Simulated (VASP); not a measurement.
# LaMgO3 (Pm-3m) in VASP: a series of runs

LaMgO3 is run at these levels: LDA; tasks: relaxation of cell and atoms.

Program: VASP 6.6.1. These are calculated values, not measurements. Logs are shortened: lines on timing, memory, paths and dates and some standing lists are left out, and cuts for length are marked.

**1. The cell of the first run**

It takes space group Pm-3m (No. 221, cubic). Conventional cell: a = 3.946 Å, b = 3.946 Å, c = 3.946 Å, α = 90.00°, β = 90.00°, γ = 90.00°. La (site symmetry m-3m) has 12 O at 2.79 Å and 8 Mg at 3.42 Å within 3.7 Å. Mg (site symmetry m-3m) has 6 O at 1.97 Å within 2.6 Å. Within 2.6 Å of O (site symmetry 4/mmm) lie 2 Mg at 1.97 Å.

**2. Relaxation of cell and atoms, LDA, target pressure 6 GPa, at which the enthalpy is minimised**

INCAR reads:

```
ALGO = Normal ; EDIFF = 1E-7
EDIFFG = -0.01 ; ENCUT = 600
IBRION = 2 ; ISIF = 3
ISMEAR = -1 ; LASPH = T
LCHARG = F ; LREAL = F
LWAVE = F ; NELM = 100
NSW = 100 ; PREC = Accurate
PSTRESS = 60.0 ; SIGMA = 0.1
```

KPOINTS reads:

```
k-points
0
Gamma
  7 7 7
```

POSCAR reads:

```
LaMgO3
1.0
    3.9457890000      0.0000000000      0.0000000000
    0.0000000000      3.9457890000      0.0000000000
    0.0000000000      0.0000000000      3.9457890000
La Mg O
1 1 3
Direct
    0.0000000000      0.0000000000      0.0000000000
    0.5000000000      0.5000000000      0.5000000000
    0.5000000000      0.5000000000      0.0000000000
    0.5000000000      0.0000000000      0.5000000000
    0.0000000000      0.5000000000      0.5000000000
```

Potentials or basis: VASP PAW LDA potentials, release 64 (La, Mg, O).

Command:

```
$ cat potpaw_LDA.64/La/POTCAR potpaw_LDA.64/Mg/POTCAR potpaw_LDA.64/O/POTCAR > POTCAR
$ mpirun -np 1 vasp_std > vasp.out
```

OUTCAR:

```text
EDIFF = 1E-7
   EDIFFG = -0.01
   ENCUT = 600
   IBRION = 2
   ISIF = 3
   ISMEAR = -1
   LASPH = T
   LREAL = F
   NELM = 100
   NSW = 100
   PREC = Accurate
   PSTRESS = 60.0

 ion  position               nearest neighbor table
   1  0.000  0.000  0.000-   3 2.79   4 2.79   5 2.79   4 2.79   5 2.79   3 2.79   5 2.79   5 2.79
                             3 2.79   4 2.79   4 2.79   3 2.79   2 3.42   2 3.42   2 3.42   2 3.42
   2  0.500  0.500  0.500-   3 1.97   4 1.97   5 1.97   3 1.97   4 1.97   5 1.97   1 3.42   1 3.42
                             1 3.42   1 3.42   1 3.42   1 3.42   1 3.42   1 3.42
   3  0.500  0.500  0.000-   2 1.97   2 1.97   1 2.79   1 2.79   1 2.79   1 2.79
   4  0.500  0.000  0.500-   2 1.97   2 1.97   1 2.79   1 2.79   1 2.79   1 2.79
   5  0.000  0.500  0.500-   2 1.97   2 1.97   1 2.79   1 2.79   1 2.79   1 2.79

  LATTYP: Found a simple cubic cell.
 ALAT       =     3.9457890000

  Lattice vectors:

 A1 = (   3.9457890000,   0.0000000000,   0.0000000000)
 A2 = (   0.0000000000,   3.9457890000,   0.0000000000)
 A3 = (   0.0000000000,   0.0000000000,   3.9457890000)

Analysis of symmetry for initial positions (statically):
=====================================================================
 Subroutine PRICEL returns:
 Original cell was already a primitive cell.

 Routine SETGRP: Setting up the symmetry group for a
 simple cubic supercell.

 Subroutine GETGRP returns: Found 48 space group operations
 (whereof 48 operations were pure point group operations)
 out of a pool of 48 trial point group operations.

The static configuration has the point symmetry O_h .

Analysis of symmetry for dynamics (positions and initial velocities):
=====================================================================
 Subroutine PRICEL returns:
 Original cell was already a primitive cell.

 Routine SETGRP: Setting up the symmetry group for a
 simple cubic supercell.

 Subroutine GETGRP returns: Found 48 space group operations
 (whereof 48 operations were pure point group operations)
 out of a pool of 48 trial point group operations.

The dynamic configuration has the point symmetry O_h .

 Subroutine INISYM returns: Found 48 space group operations
 (whereof 48 operations are pure point group operations),
 and found     1 'primitive' translations

----------------------------------------------------------------------------------------

                                     Primitive cell

  volume of cell :      61.4330

  direct lattice vectors                    reciprocal lattice vectors
     3.945789000  0.000000000  0.000000000     0.253434738  0.000000000  0.000000000
     0.000000000  3.945789000  0.000000000     0.000000000  0.253434738  0.000000000
     0.000000000  0.000000000  3.945789000     0.000000000  0.000000000  0.253434738

  length of vectors
     3.945789000  3.945789000  3.945789000     0.253434738  0.253434738  0.253434738

  position of ions in fractional coordinates (direct lattice)
     0.000000000  0.000000000  0.000000000
     0.500000000  0.500000000  0.500000000
     0.500000000  0.500000000  0.000000000
     0.500000000  0.000000000  0.500000000
     0.000000000  0.500000000  0.500000000

  ion indices of the primitive-cell ions
   primitive index   ion index
                 1           1
                 2           2
                 3           3
                 4           4
                 5           5

----------------------------------------------------------------------------------------

 KPOINTS: k-points

Automatic generation of k-mesh.
 Grid dimensions read from file:
 generate k-points for:    7    7    7

 Generating k-lattice:

  Cartesian coordinates                     Fractional coordinates (reciprocal lattice)
     0.036204963  0.000000000  0.000000000     0.142857143  0.000000000  0.000000000
     0.000000000  0.036204963  0.000000000     0.000000000  0.142857143  0.000000000
     0.000000000  0.000000000  0.036204963     0.000000000  0.000000000  0.142857143

  Length of vectors
     0.036204963  0.036204963  0.036204963

  Shift w.r.t. Gamma in fractional coordinates (k-lattice)
     0.000000000  0.000000000  0.000000000

 Subroutine IBZKPT returns following result:
 ===========================================

 Found     20 irreducible k-points:

 Following reciprocal coordinates:
            Coordinates               Weight
  0.000000  0.000000  0.000000      1.000000
  0.142857  0.000000  0.000000      6.000000
  0.285714  0.000000  0.000000      6.000000
  0.428571  0.000000  0.000000      6.000000
  0.142857  0.142857  0.000000     12.000000
  0.285714  0.142857  0.000000     24.000000
[... 12 lines left out ...]
  0.428571  0.428571  0.285714     24.000000
  0.428571  0.428571  0.428571      8.000000
   k-points           NKPTS =     20   k-points in BZ     NKDIM =     20   number of bands    NBANDS=     19
   number of dos      NEDOS =    301   number of ions     NIONS =      5
   total plane-waves  NPLWV =  32768
   dimension x,y,z NGX =    32 NGY =   32 NGZ =   32
   dimension x,y,z NGXF=    64 NGYF=   64 NGZF=   64
   ions per type =               1   1   3
   NGX,Y,Z   is equivalent  to a cutoff of  13.48, 13.48, 13.48 a.u.
   NGXF,Y,Z  is equivalent  to a cutoff of  26.96, 26.96, 26.96 a.u.
 SYSTEM =  unknown system
   PREC   = accura    normal or accurate (medium, high low for compatibility)
   ISTART =      0    job   : 0-new  1-cont  2-samecut
   ICHARG =      2    charge: 1-file 2-atom 10-const
   ISPIN  =      1    spin polarized calculation?
   LNONCOLLINEAR =      F non collinear calculations
   LSORBIT =      F    spin-orbit coupling
   LASPH  =      T    aspherical Exc in radial PAW
   ENCUT  =  600.0 eV  44.10 Ry    6.64 a.u.   7.88  7.88  7.88*2*pi/ulx,y,z
   NELM   =    100;   NELMIN=  2; NELMDL= -5     # of ELM steps
   EDIFF  = 0.1E-06   stopping-criterion for ELM
   LREAL  =      F    real-space projection
   EDIFFG = -.1E-01   stopping-criterion for IOM
   NSW    =    100    number of steps for IOM
   IBRION =      2    ionic relax: 0-MD 1-quasi-New 2-CG
   NFREE  =      1    steps in history (QN), initial steepest desc. (CG)
   ISIF   =      3    stress and relaxation
   ISYM   =      2    0-nonsym 1-usesym 2-fastsym
   POTIM  = 0.5000    time-step for ionic-motion
   TEBEG  =    0.0;   TEEND  =   0.0 temperature during run
   PSTRESS=   60.0 pullay stress
   NELECT =      31.0000    total number of electrons
   NUPDOWN=      -1.0000    fix difference up-down
   EMIN   =  10.00;   EMAX   =-10.00  energy-range for DOS
   EFERMI =   0.00;   METHOD = LEGACY
   ISMEAR =    -1;   SIGMA  =   0.10  broadening in eV -4-tet -1-fermi 0-gaus
   EFERMI_NEDOS =   21; number of points for ismear=-14 and -15
   IALGO  =     38    algorithm
   IMIX   =      4    mixing-type and parameters
     AMIX     =   0.40;   BMIX     =  1.00
     AMIX_MAG =   1.60;   BMIX_MAG =  1.00
  volume/ion in A,a.u.               =      12.29        82.91
  Fermi-wavevector in a.u.,A,eV,Ry     =   1.303351  2.462977 23.112557  1.698725
  Thomas-Fermi vector in A             =   2.434359
   LORBIT       =      0    0 simple, 1 ext, 2 COOP (PROOUT), +10 PAW based schemes
   GGA     = CA    functional components
   LHFCALC =     F    Hartree Fock is set to
   AEXX    =    0.0000 exact exchange contribution
   IVDW    =     0    specifies the selected vdW correction
   LEPSILON=     F    determine dielectric tensor
   LRPA    =     F    only Hartree local field effects (RPA)
 conjugate gradient relaxation of ions
 non-spin polarized calculation
  energy-cutoff  :      600.00
  volume of cell :       61.43
 maximum number of plane-waves:      2103
 NGX is ok and might be reduce to    32
   NGX = 15   NGY = 15   NGZ = 15

--------------------------------------- Ionic step        1  -------------------------------------------

 number of electron      30.9999981 magnetization

 Free energy of the ion-electron system (eV)
  ---------------------------------------------------
  ext. energy  EPLUGINS =         0.00000000
  ---------------------------------------------------
  free energy    TOTEN  =       -37.94129321 eV

  energy without entropy =      -37.78521275  energy(sigma->0) =      -37.86325298

------------------------ aborting loop because EDIFF is reached ----------------------------------------

  FORCE on cell =-STRESS in cart. coord.  units (eV):
  Direction    XX          YY          ZZ          XY          YZ          ZX
  --------------------------------------------------------------------------------------
  -------------------------------------------------------------------------------------
  Total       -4.3104684     -4.3104684     -4.3104684      0.0000000      0.0000000     -0.0000000
  in kB     -112.4173840   -112.4173840   -112.4173840      0.0000000      0.0000000     -0.0000000
  external PRESSURE =    -172.4173840 kB  Pullay stress =      60.0000000 kB

 VOLUME and BASIS-vectors are now :
 -----------------------------------------------------------------------------
  energy-cutoff  :      600.00
  volume of cell :       61.43
      direct lattice vectors                 reciprocal lattice vectors
     3.945789000  0.000000000  0.000000000     0.253434738  0.000000000  0.000000000
     0.000000000  3.945789000  0.000000000     0.000000000  0.253434738  0.000000000
     0.000000000  0.000000000  3.945789000     0.000000000  0.000000000  0.253434738
[... 175 lines left out ...]
  FREE ENERGIE OF THE ION-ELECTRON SYSTEM (eV)
  ---------------------------------------------------
  free  energy   TOTEN  =       -38.0890710480 eV

  energy  without entropy=      -37.9486509329  energy(sigma->0) =      -38.01886099

  enthalpy is  TOTEN    =       -36.0351809464 eV   P V=        2.0538901015

--------------------------------------- Ionic step        6  -------------------------------------------

 number of electron      31.0000021 magnetization

 Free energy of the ion-electron system (eV)
  ---------------------------------------------------
  ext. energy  EPLUGINS =         0.00000000
  ---------------------------------------------------
  free energy    TOTEN  =       -38.08720379 eV

  energy without entropy =      -37.94691536  energy(sigma->0) =      -38.01705958

 E-fermi :   6.1879     XC(G=0): -12.1036

 val. band max:        6.1517658742   @ k =   0.2857   0.1429   0.1429
 cond. band min:       6.2008139598   @ k =   0.4286   0.4286   0.2857
 fundamental gap:      0.0490480856
 Fermi energy:         6.1879240382

 k-point     1 :       0.0000    0.0000    0.0000
  band No.  band energies     occupation
      1     -23.9459      2.00000
      2     -10.8861      2.00000
      3      -9.1594      2.00000
      4      -9.1594      2.00000
      5      -7.5283      2.00000
      6      -7.5283      2.00000
[... 11 lines left out ...]
     18       9.7654      0.00000
     19      10.7728      0.00000
[... 438 lines left out ...]
 POSITION                                       TOTAL-FORCE (eV/Angst)
 -----------------------------------------------------------------------------------
      0.00000      0.00000     -0.00000         0.000000     -0.000000      0.000000
      1.89910      1.89910      1.89910        -0.000000     -0.000000      0.000000
      1.89910      1.89910      0.00000         0.000000     -0.000000      0.000000
      1.89910      0.00000      1.89910         0.000000      0.000000      0.000000
      0.00000      1.89910      1.89910        -0.000000      0.000000      0.000000
 -----------------------------------------------------------------------------------
    total drift:                                0.000000     -0.000000     -0.000000

  FREE ENERGIE OF THE ION-ELECTRON SYSTEM (eV)
  ---------------------------------------------------
  free  energy   TOTEN  =       -38.0872037921 eV

  energy  without entropy=      -37.9469153630  energy(sigma->0) =      -38.01705958

  enthalpy is  TOTEN    =       -36.0352099490 eV   P V=        2.0519938430

 reached required accuracy - stopping structural energy minimisation
```

It took 2.3 min on 1 thread of AMD EPYC 9R45 (Zen 5), shared host; peak memory 0.16 GiB.

Results:

| Property | Result |
| --- | --- |
| Free energy | -38.0872 eV |
| Relaxed volume | 10.96 Å³/atom |
| Relaxed cell | a = 3.798 Å, b = 3.798 Å, c = 3.798 Å, α = 90.00°, β = 90.00°, γ = 90.00° |
| Space group after relaxing (to 0.05 Å) | Pm-3m (No. 221) |
| Energy change on relaxing (the enthalpy is what falls) | -29.2 meV/atom |
| Ionic steps | 6 |
| Pressure after relaxing | 6.0 GPa |

Step by step:
| step | energy change (eV) | largest force (eV/Å) | pressure (GPa) | volume (Å³) |
| --- | --- | --- | --- | --- |
| 1 | 0.0000 | 0.0000 | -11.24 | 61.43 |
| 2 | 0.2624 | 0.0000 | 25.20 | 50.41 |
| 3 | -0.1483 | 0.0000 | 5.78 | 54.86 |
| 4 | -0.1436 | 0.0000 | 6.22 | 54.73 |
| 5 | -0.1478 | 0.0000 | 5.84 | 54.84 |
| 6 | -0.1459 | 0.0000 | 6.01 | 54.79 |

Final structure:
```cif
data_structure
_symmetry_space_group_name_H-M 'P 1'
_symmetry_Int_Tables_number 1
_cell_length_a 3.7982
_cell_length_b 3.7982
_cell_length_c 3.7982
_cell_angle_alpha 90.000
_cell_angle_beta 90.000
_cell_angle_gamma 90.000
_cell_volume 54.79
loop_
_atom_site_label
_atom_site_type_symbol
_atom_site_fract_x
_atom_site_fract_y
_atom_site_fract_z
_atom_site_occupancy
La1 La 0.00000 0.00000 0.00000 1
Mg1 Mg 0.50000 0.50000 0.50000 1
O1 O 0.50000 0.50000 0.00000 1
O2 O 0.50000 0.00000 0.50000 1
O3 O 0.00000 0.50000 0.50000 1
```

Levels at points of the mesh, in eV from the Fermi level:
| k point | band 13 | band 14 | band 15 | band 16 | band 17 | band 18 |
| --- | --- | --- | --- | --- | --- | --- |
| (0.00, 0.00, 0.00) | -1.28 | 0.31 | 0.31 | 0.31 | 3.58 | 3.58 |

Caveat: the cell is relaxed towards a set pressure, so the enthalpy falls and the energy may rise; spin-orbit coupling is left out, which moves the levels of the heavy elements; an odd number of electrons without spin polarisation forces a metal; a magnetic or distorted state may lie lower.

[end of part 1 of 2]
